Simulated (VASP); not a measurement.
# TiO2 in VASP: a series of runs

The runs below take TiO2 through single point, with PBEsol.

All numbers are computed with VASP 6.6.1; they aren't measurements. Logs are shortened: lines on timing, memory, paths and dates and some standing lists are left out, and cuts for length are marked.

### 1 The cell of the first run

The cell holds a slab with vacuum, 18 atoms: a = 2.939 Å, b = 4.591 Å, c = 28.274 Å, α = 90.00°, β = 90.00°, γ = 90.00°.

### 2 Single point, PBEsol

The input, INCAR:

```
SYSTEM = TiO2
PREC = Accurate
ENCUT = 520
EDIFF = 1E-6
ISMEAR = 0
SIGMA = 0.05
LREAL = .False.
LASPH = .True.
NELM = 120
ALGO = Normal
ISIF = 2
LWAVE = .False.
LCHARG = .True.
LDIPOL = .True.
IDIPOL = 3
DIPOL = 0.5 0.5 0.500
GGA = PS
LELF = .True.
LVHAR = .True.
LVACPOTAV = .True.
NBANDS = 87
GGA_COMPAT = .False.
NELMDL = -8
```

The input, KPOINTS:

```
regular mesh
0
Gamma
  9 6 1
  0 0 0
```

The input, POSCAR:

```
TiO2
1.0
    2.9389939992      0.0000000000      0.0000000000
    0.0000000000      4.5912476233      0.0000000000
    0.0000000000      0.0000000000     28.2738593696
O Ti
12 6
Direct
    0.5000000000      0.1421766196      0.2629959122
    0.5000000000      0.7757080988      0.3255773792
    0.0000000000      0.2963064161      0.3464117396
    0.0000000000      0.6997578857      0.4086484810
    0.5000000000      0.1974123027      0.4277238880
    0.5000000000      0.8041764747      0.4907611971
    0.0000000000      0.3041764770      0.5092388036
    0.0000000000      0.6974123088      0.5722761113
    0.5000000000      0.1997578904      0.5913515181
    0.5000000000      0.7963064275      0.6535882589
    0.0000000000      0.2757080986      0.6744226195
    0.0000000000      0.6421766293      0.7370040893
    0.0000000000      0.0355471050      0.2976977920
    0.5000000000      0.5260494334      0.3768163158
    0.0000000000      0.0228656378      0.4598463141
    0.5000000000      0.5228656417      0.5401536870
    0.0000000000      0.0260494401      0.6231836836
    0.5000000000      0.5355471126      0.7023022096
```

Potentials or basis: VASP PAW PBE potentials, release 64 (O, Ti_sv).

On the command line:

```console
$ cat potpaw_PBE.64/O/POTCAR potpaw_PBE.64/Ti_sv/POTCAR > POTCAR
$ mpirun -np 1 vasp_std > vasp.out
```

OUTCAR:

```text
SYSTEM = TiO2
   PREC = Accurate
   ENCUT = 520
   EDIFF = 1E-6
   ISMEAR = 0
   LREAL = .False.
   LASPH = .True.
   NELM = 120
   ISIF = 2
   GGA = PS
   NELMDL = -8

 ion  position               nearest neighbor table
   1  0.500  0.142  0.263-  13 1.83  13 1.83
   2  0.500  0.776  0.326-  14 1.85  13 2.05  13 2.05
   3  0.000  0.296  0.346-  13 1.82  14 2.00  14 2.00
   4  0.000  0.700  0.409-  14 1.90  14 1.90  15 2.07
   5  0.500  0.197  0.428-  15 1.90  15 1.90  14 2.09
   6  0.500  0.804  0.491-  16 1.90  15 1.98  15 1.98
   7  0.000  0.304  0.509-  15 1.90  16 1.98  16 1.98
   8  0.000  0.697  0.572-  16 1.90  16 1.90  17 2.09
   9  0.500  0.200  0.591-  17 1.90  17 1.90  16 2.07
  10  0.500  0.796  0.654-  18 1.82  17 2.00  17 2.00
  11  0.000  0.276  0.674-  17 1.85  18 2.05  18 2.05
  12  0.000  0.642  0.737-  18 1.83  18 1.83
  13  0.000  0.036  0.298-   3 1.82   1 1.83   1 1.83   2 2.05   2 2.05
  14  0.500  0.526  0.377-   2 1.85   4 1.90   4 1.90   3 2.00   3 2.00   5 2.09
  15  0.000  0.023  0.460-   7 1.90   5 1.90   5 1.90   6 1.98   6 1.98   4 2.07
  16  0.500  0.523  0.540-   6 1.90   8 1.90   8 1.90   7 1.98   7 1.98   9 2.07
  17  0.000  0.026  0.623-  11 1.85   9 1.90   9 1.90  10 2.00  10 2.00   8 2.09
  18  0.500  0.536  0.702-  10 1.82  12 1.83  12 1.83  11 2.05  11 2.05

  LATTYP: Found a simple orthorhombic cell.
 ALAT       =     2.9389939992
 B/A-ratio  =     1.5621833949
 C/A-ratio  =     9.6202507992

  Lattice vectors:

 A1 = (   2.9389939992,   0.0000000000,   0.0000000000)
 A2 = (   0.0000000000,   4.5912476233,   0.0000000000)
 A3 = (   0.0000000000,   0.0000000000,  28.2738593696)

Analysis of symmetry for initial positions (statically):
=====================================================================
 Subroutine PRICEL returns:
 Original cell was already a primitive cell.

 Routine SETGRP: Setting up the symmetry group for a
 simple orthorhombic supercell.

 Subroutine GETGRP returns: Found  4 space group operations
 (whereof  2 operations were pure point group operations)
 out of a pool of  8 trial point group operations.

The static configuration has the point symmetry C_1h.
 The point group associated with its full space group is C_2v.

Analysis of symmetry for dynamics (positions and initial velocities):
=====================================================================
 Subroutine PRICEL returns:
 Original cell was already a primitive cell.

 Routine SETGRP: Setting up the symmetry group for a
 simple orthorhombic supercell.

 Subroutine GETGRP returns: Found  4 space group operations
 (whereof  2 operations were pure point group operations)
 out of a pool of  8 trial point group operations.

The dynamic configuration has the point symmetry C_1h.
 The point group associated with its full space group is C_2v.

 Subroutine INISYM returns: Found  4 space group operations
 (whereof  2 operations are pure point group operations),
 and found     1 'primitive' translations

----------------------------------------------------------------------------------------

                                     Primitive cell

  volume of cell :     381.5175

  direct lattice vectors                    reciprocal lattice vectors
     2.938993999  0.000000000  0.000000000     0.340252481  0.000000000  0.000000000
     0.000000000  4.591247623  0.000000000     0.000000000  0.217805721  0.000000000
     0.000000000  0.000000000 28.273859370     0.000000000  0.000000000  0.035368359

  length of vectors
     2.938993999  4.591247623 28.273859370     0.340252481  0.217805721  0.035368359

  position of ions in fractional coordinates (direct lattice)
     0.500000000  0.142176620  0.262995912
     0.500000000  0.775708099  0.325577379
     0.000000000  0.296306416  0.346411740
     0.000000000  0.699757886  0.408648481
     0.500000000  0.197412303  0.427723888
     0.500000000  0.804176475  0.490761197
[... 10 lines left out ...]
     0.000000000  0.026049440  0.623183684
     0.500000000  0.535547113  0.702302210

  ion indices of the primitive-cell ions
   primitive index   ion index
                 1           1
                 2           2
                 3           3
                 4           4
                 5           5
                 6           6
[... 10 lines left out ...]
                17          17
                18          18

----------------------------------------------------------------------------------------

 KPOINTS: regular mesh

Automatic generation of k-mesh.
 Grid dimensions read from file:
 generate k-points for:    9    6    1

 Generating k-lattice:

  Cartesian coordinates                     Fractional coordinates (reciprocal lattice)
     0.037805831  0.000000000  0.000000000     0.111111111  0.000000000  0.000000000
     0.000000000  0.036300954  0.000000000     0.000000000  0.166666667  0.000000000
     0.000000000  0.000000000  0.035368359     0.000000000  0.000000000  1.000000000

  Length of vectors
     0.037805831  0.036300954  0.035368359

  Shift w.r.t. Gamma in fractional coordinates (k-lattice)
     0.000000000  0.000000000  0.000000000

 Subroutine IBZKPT returns following result:
 ===========================================

 Found     20 irreducible k-points:

 Following reciprocal coordinates:
            Coordinates               Weight
  0.000000  0.000000  0.000000      1.000000
  0.111111  0.000000  0.000000      2.000000
  0.222222  0.000000  0.000000      2.000000
  0.333333  0.000000  0.000000      2.000000
  0.444444  0.000000  0.000000      2.000000
  0.000000  0.166667  0.000000      2.000000
[... 12 lines left out ...]
  0.333333  0.500000  0.000000      2.000000
  0.444444  0.500000  0.000000      2.000000
   k-points           NKPTS =     20   k-points in BZ     NKDIM =     20   number of bands    NBANDS=     87
   number of dos      NEDOS =    301   number of ions     NIONS =     18
   total plane-waves  NPLWV = 181440
   dimension x,y,z NGX =    24 NGY =   36 NGZ =  210
   dimension x,y,z NGXF=    48 NGYF=   72 NGZF=  420
   ions per type =              12   6
   NGX,Y,Z   is equivalent  to a cutoff of  13.58, 13.04, 12.35 a.u.
   NGXF,Y,Z  is equivalent  to a cutoff of  27.15, 26.07, 24.70 a.u.
 SYSTEM =  TiO2
   PREC   = accura    normal or accurate (medium, high low for compatibility)
   ISTART =      0    job   : 0-new  1-cont  2-samecut
   ICHARG =      2    charge: 1-file 2-atom 10-const
   ISPIN  =      1    spin polarized calculation?
   LNONCOLLINEAR =      F non collinear calculations
   LSORBIT =      F    spin-orbit coupling
   LASPH  =      T    aspherical Exc in radial PAW
   ENCUT  =  520.0 eV  38.22 Ry    6.18 a.u.   5.46  8.54 52.57*2*pi/ulx,y,z
   NELM   =    120;   NELMIN=  2; NELMDL= -8     # of ELM steps
   EDIFF  = 0.1E-05   stopping-criterion for ELM
   LREAL  =      F    real-space projection
   EDIFFG = 0.1E-04   stopping-criterion for IOM
   NSW    =      0    number of steps for IOM
   IBRION =     -1    ionic relax: 0-MD 1-quasi-New 2-CG
   NFREE  =      0    steps in history (QN), initial steepest desc. (CG)
   ISIF   =      2    stress and relaxation
   ISYM   =      2    0-nonsym 1-usesym 2-fastsym
   POTIM  = 0.5000    time-step for ionic-motion
   TEBEG  =    0.0;   TEEND  =   0.0 temperature during run
   PSTRESS=    0.0 pullay stress
   NELECT =     144.0000    total number of electrons
   NUPDOWN=      -1.0000    fix difference up-down
   EMIN   =  10.00;   EMAX   =-10.00  energy-range for DOS
   EFERMI =   0.00;   METHOD = LEGACY
   ISMEAR =     0;   SIGMA  =   0.05  broadening in eV -4-tet -1-fermi 0-gaus
   EFERMI_NEDOS =   21; number of points for ismear=-14 and -15
   IALGO  =     38    algorithm
   IMIX   =      4    mixing-type and parameters
     AMIX     =   0.40;   BMIX     =  1.00
     AMIX_MAG =   1.60;   BMIX_MAG =  1.00
  volume/ion in A,a.u.               =      21.20       143.03
  Fermi-wavevector in a.u.,A,eV,Ry     =   1.183107  2.235749 19.044660  1.399743
  Thomas-Fermi vector in A             =   2.319348
   LORBIT       =      0    0 simple, 1 ext, 2 COOP (PROOUT), +10 PAW based schemes
   GGA     = PS    functional components
   LHFCALC =     F    Hartree Fock is set to
   AEXX    =    0.0000 exact exchange contribution
   IVDW    =     0    specifies the selected vdW correction
   LEPSILON=     F    determine dielectric tensor
   LRPA    =     F    only Hartree local field effects (RPA)
 non-spin polarized calculation
 Gauss-broadening in eV      SIGMA  =   0.05
  energy-cutoff  :      520.00
  volume of cell :      381.52
 maximum number of plane-waves:     10343
 NGX is ok and might be reduce to    24
   NGX = 11   NGY = 17   NGZ =105

 dipolmoment           0.000000      0.000000     -0.000000 electrons x Angstroem

 number of electron     143.9999993 magnetization

 dipolmoment           0.000000      0.000000      0.000002 electrons x Angstroem

 Free energy of the ion-electron system (eV)
  ---------------------------------------------------
  ext. energy  EPLUGINS =         0.00000000
  ---------------------------------------------------
  free energy    TOTEN  =      -166.91290287 eV

  energy without entropy =     -166.91290287  energy(sigma->0) =     -166.91290287

 E-fermi :  -1.2914     XC(G=0):  -6.2092

 val. band max:       -1.5726351386   @ k =   0.0000   0.0000   0.0000
 cond. band min:       0.6035176852   @ k =   0.0000   0.0000   0.0000
 fundamental gap:      2.1761528238
 Fermi energy:        -1.2913763804

 k-point     1 :       0.0000    0.0000    0.0000
  band No.  band energies     occupation
      1     -58.0269      2.00000
      2     -58.0172      2.00000
      3     -58.0002      2.00000
      4     -57.9999      2.00000
      5     -57.5500      2.00000
      6     -57.5499      2.00000
[... 76 lines left out ...]
     83       1.7418      0.00000
     84       2.2369      0.00000

 k-point     2 :       0.1111    0.0000    0.0000
  band No.  band energies     occupation
      1     -58.0212      2.00000
      2     -58.0121      2.00000
      3     -57.9950      2.00000
      4     -57.9947      2.00000
      5     -57.5444      2.00000
      6     -57.5444      2.00000
[... 1555 lines left out ...]
     83       2.0008      0.00000
     84       2.0008      0.00000

 k-point    20 :       0.4444    0.5000    0.0000
  band No.  band energies     occupation
      1     -57.9773      2.00000
      2     -57.9773      2.00000
      3     -57.9567      2.00000
      4     -57.9567      2.00000
      5     -57.5037      2.00000
      6     -57.5036      2.00000
[... 76 lines left out ...]
     83       2.0525      0.00000
     84       2.0526      0.00000
 [bands above 84 left out]

------------------------ aborting loop because EDIFF is reached ----------------------------------------

  FORCE on cell =-STRESS in cart. coord.  units (eV):
  Direction    XX          YY          ZZ          XY          YZ          ZX
  --------------------------------------------------------------------------------------
  -------------------------------------------------------------------------------------
  Total       -1.1052598      3.5313882      0.6943353      0.0000000      0.0000000      0.0000000
  in kB       -4.6415224     14.8300131      2.9158510      0.0000000      0.0000000      0.0000000
  external PRESSURE =       4.3681139 kB  Pullay stress =       0.0000000 kB

 VOLUME and BASIS-vectors are now :
 -----------------------------------------------------------------------------
  energy-cutoff  :      520.00
  volume of cell :      381.52
      direct lattice vectors                 reciprocal lattice vectors
     2.938993999  0.000000000  0.000000000     0.340252481  0.000000000  0.000000000
     0.000000000  4.591247623  0.000000000     0.000000000  0.217805721  0.000000000
     0.000000000  0.000000000 28.273859370     0.000000000  0.000000000  0.035368359

 POSITION                                       TOTAL-FORCE (eV/Angst)
 -----------------------------------------------------------------------------------
      1.46950      0.65277      7.43591         0.000000      0.051650     -0.098268
      1.46950      3.56147      9.20533         0.000000      0.014113     -0.026334
      0.00000      1.36042      9.79440         0.000000      0.030847      0.038582
      0.00000      3.21276     11.55407         0.000000      0.037681      0.045059
      1.46950      0.90637     12.09341         0.000000      0.032959     -0.033350
      1.46950      3.69217     13.87571         0.000000      0.003380     -0.007462
[... 10 lines left out ...]
      0.00000      0.11960     17.61981         0.000000     -0.042637     -0.003963
      1.46950      2.45883     19.85679         0.000000     -0.095095     -0.008959
 -----------------------------------------------------------------------------------
    total drift:                                0.000000     -0.001641      0.000857

  FREE ENERGIE OF THE ION-ELECTRON SYSTEM (eV)
  ---------------------------------------------------
  free  energy   TOTEN  =      -166.9129028709 eV

  energy  without entropy=     -166.9129028709  energy(sigma->0) =     -166.91290287

 vacuum level on the upper side and lower side of the slab         6.016         6.016
```

Run time: 30 min. Hardware: 1 thread of Intel Xeon Platinum 8259CL at 2.50GHz (Skylake/Cascade Lake), shared host; peak memory 0.69 GiB.

Results:

- Free energy: -166.9129 eV
- Largest force: 0.111 eV/Å
- Band gap on the k mesh: 2.18 eV

Forces in eV/Å, atoms in the order of the input:
```
O    0.000  0.052 -0.098
O    0.000  0.014 -0.026
O    0.000  0.031  0.039
O    0.000  0.038  0.045
O    0.000  0.033 -0.033
O    0.000  0.003 -0.007
O    0.000  0.003  0.007
O    0.000  0.033  0.033
O    0.000  0.038 -0.045
O    0.000  0.031 -0.039
O    0.000  0.014  0.026
O    0.000  0.052  0.098
Ti   0.000 -0.095  0.009
Ti   0.000 -0.043  0.004
Ti   0.000 -0.033  0.004
Ti   0.000 -0.033 -0.004
Ti   0.000 -0.043 -0.004
Ti   0.000 -0.095 -0.009
```

Caveat: the PAW data sets were made with another functional, which shifts forces and pressure a little.

### 3 Single point, PBEsol

The input, INCAR:

```
SYSTEM = TiO2
ALGO = Normal
DIPOL = 0.5 0.5 0.500
EDIFF = 1E-6
ENCUT = 520
GGA = PS
GGA_COMPAT = .FALSE.
IDIPOL = 3
ISIF = 2
ISMEAR = 0
LASPH = .TRUE.
LCHARG = .FALSE.
LDIPOL = .TRUE.
LREAL = .FALSE.
LWAVE = .FALSE.
NBANDS = 87
NELM = 120
NELMDL = -8
PREC = Accurate
SIGMA = 0.5
```

The input, KPOINTS:

```
k-points
0
G
  9 6 1
  0 0 0
```

The input, POSCAR:

```
TiO2
1.0
    2.9389939992      0.0000000000      0.0000000000
    0.0000000000      4.5912476233      0.0000000000
    0.0000000000      0.0000000000     28.2738593696
O Ti
12 6
Direct
    0.5000000000      0.1955612568      0.2652626902
    0.5000000000      0.8044387432      0.3287750777
    0.0000000000      0.3044387432      0.3464551367
    0.0000000000      0.6955612568      0.4099675241
    0.5000000000      0.1955612568      0.4276475831
    0.5000000000      0.8044387432      0.4911599705
    0.0000000000      0.3044387432      0.5088400295
    0.0000000000      0.6955612568      0.5723524169
    0.5000000000      0.1955612568      0.5900324759
    0.5000000000      0.8044387432      0.6535448633
    0.0000000000      0.3044387432      0.6712249223
    0.0000000000      0.6955612568      0.7347373098
    0.0000000000      0.0000000000      0.2970188840
    0.5000000000      0.5000000000      0.3782113304
    0.0000000000      0.0000000000      0.4594037768
    0.5000000000      0.5000000000      0.5405962232
    0.0000000000      0.0000000000      0.6217886696
    0.5000000000      0.5000000000      0.7029811160
```

Potentials or basis: VASP PAW PBE potentials, release 64 (O, Ti_sv).

On the command line:

```console
$ cat potpaw_PBE.64/O/POTCAR potpaw_PBE.64/Ti_sv/POTCAR > POTCAR
$ mpirun -np 1 vasp_std > vasp.out
```

Run time: 32 min. Hardware: 1 thread of Intel Xeon Platinum 8259CL at 2.50GHz (Skylake/Cascade Lake), shared host; peak memory 0.7 GiB.

The run converged. Its results:

| Quantity | Value |
| --- | --- |
| Free energy | -165.5800 eV |
| Largest force | 3.843 eV/Å |
| Band gap on the k mesh | 2.06 eV |

Forces on the atoms (eV/Å):
```
O    0.000 -2.218  0.967
O    0.000 -1.120 -0.031
O    0.000 -0.499 -0.384
O    0.000 -0.074 -0.074
O    0.000 -0.038  0.031
O    0.000 -0.041  0.037
O    0.000 -0.041 -0.037
O    0.000 -0.038 -0.031
O    0.000 -0.074  0.074
O    0.000 -0.499  0.384
O    0.000 -1.120  0.031
O    0.000 -2.218 -0.967
Ti   0.000  3.801 -0.565
Ti   0.000  0.134 -0.028
Ti   0.000  0.056  0.010
Ti   0.000  0.056 -0.010
Ti   0.000  0.134  0.028
Ti   0.000  3.801  0.565
```

Levels at points of the mesh, in eV from the valence-band top:
| k point | band 70 | band 71 | band 72 | band 73 | band 74 | band 75 |
| --- | --- | --- | --- | --- | --- | --- |
| (0.00, 0.00, 0.00) | -0.21 | -0.11 | 0.00 | 2.06 | 2.23 | 2.48 |
| (0.00, 0.50, 0.00) | -0.46 | -0.45 | -0.45 | 2.09 | 2.09 | 2.45 |

Caveat: the PAW data sets were made with another functional, which shifts forces and pressure a little.
